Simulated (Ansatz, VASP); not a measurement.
**Mg in VASP and in Ansatz**

The input POSCAR:

```
Mg
1.0
    3.1792646675      0.0000000000      0.0000000000
   -1.5896323337      2.7533239674      0.0000000000
    0.0000000000      0.0000000000      5.1568903974
Mg
2
Direct
    0.3333333333      0.6666666667      0.2500000000
    0.6666666667      0.3333333333      0.7500000000
```

File INCAR.step1:

```
SYSTEM = Mg
ALGO = Normal ; EDIFF = 1E-4
ENCUT = 520 ; GGA = PE
ISMEAR = -1 ; LASPH = .True.
LCHARG = .False. ; LREAL = .False.
LWAVE = .True. ; NBANDS = 9
NELM = 80 ; PREC = Accurate
SIGMA = 0.3
```

The input INCAR.step2:

```
SYSTEM = Mg
ALGO = Normal ; EDIFF = 1E-7
ENCUT = 520 ; ISIF = 2
ISMEAR = -1 ; ISTART = 1
LASPH = .True. ; LCHARG = .False.
LMIXTAU = .True. ; LREAL = .False.
LWAVE = .False. ; METAGGA = R2SCAN
NBANDS = 9 ; NELM = 80
PREC = Accurate ; SIGMA = 0.3
```

Contents of KPOINTS:

```
k-points
0
Gamma
  11 11 6
  0 0 0
```

Input for Ansatz:

```yaml
crystal:
  lattice:
    - [3.1792646675, 0.0, 0.0]
    - [-1.5896323337, 2.7533239674, 0.0]
    - [0.0, 0.0, 5.1568903974]
  atoms:
    - { symbol: Mg, position: [0.3333333333, 0.6666666667, 0.25] }
    - { symbol: Mg, position: [0.6666666667, 0.3333333333, 0.75] }
hamiltonian:
  xc: r2scan
  pseudopotentials:
    kind: paw
    azcp:
      Mg: "pseudopotentials/Mg.paw.azcp"
basis:
  ecutwfc: 500
  fft_grid_basis: typed
kpoints:
  mp_grid: { grid: [11, 11, 6], shift: [0, 0, 0] }
magnetization:
  spin_polarized: false
scf:
  occupations: { method: fermi_dirac, width: 0.3 }
  lower_state_search: "off"
output:
  stress: true
```

Alike in both runs: task single point; functional r2SCAN; k mesh 11 × 11 × 6; occupations fermi-dirac, width 0.3 eV; no spin polarisation.

```csv
,VASP,Ansatz
version,VASP 6.6.1,Ansatz 0.2.0
potentials or method,"VASP PAW PBE potentials, release 64 (Mg), cutoff 520 eV","plane waves (500 eV) with PAW, scalar-relativistic"
valence electrons in the cell,4,20
```

VASP gave:

- pressure (GPa): 0.0

Question: Estimate Ansatz's values.

Answer: Pressure (GPa): 0.3.

VASP's potentials were made for PBE, not for r2SCAN. VASP's potentials hold 4 valence electrons a cell and Ansatz's 20, so a difference there can come from the potentials and not from the codes.
